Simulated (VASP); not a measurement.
BN: single point with PBE

BN:

```
B N
1.0
     0.00000    1.87702    1.87702
     1.87702    0.00000    1.87702
     1.87702    1.87702    0.00000
B N
1 1
Direct
  0.00000 0.00000 0.00000
  0.25000 0.25000 0.25000
```

This cell differs from its parent crystal: strain +4.0%.

```json
{
 "Program": "VASP 6.6.1",
 "Task": "single point",
 "Functional": "PBE",
 "Potentials or basis": "VASP PAW PBE potentials, release 64 (B, N)",
 "Cutoff": "520 eV",
 "k mesh": "12 × 12 × 12",
 "Occupations": "fermi-dirac, width 0.02 eV",
 "Spin": "no spin polarisation"
}
```

```yaml
Pressure: -32.2 GPa
Band_gap_on_the_k_mesh: 4.33 eV, indirect (least direct gap 8.28 eV)
```

Levels at points of the mesh, in eV from the valence-band top:
| k point | band 2 | band 3 | band 4 | band 5 | band 6 | band 7 |
| --- | --- | --- | --- | --- | --- | --- |
| (0.00, 0.00, 0.00) | 0.00 | 0.00 | 0.00 | 8.28 | 8.28 | 8.28 |
| (0.50, 0.00, 0.00) | -9.70 | -1.74 | -1.74 | 8.72 | 10.08 | 10.08 |
| (0.50, 0.50, 0.00) | -8.22 | -4.37 | -4.37 | 4.33 | 8.58 | 16.24 |

Wall time 11 s on 1 thread of Intel Xeon 8259CL, with other jobs on the host, peak memory 0.12 GiB.

Caveat: the cell differs from its parent crystal (strain +4.0%). A k mesh can miss the band edges.
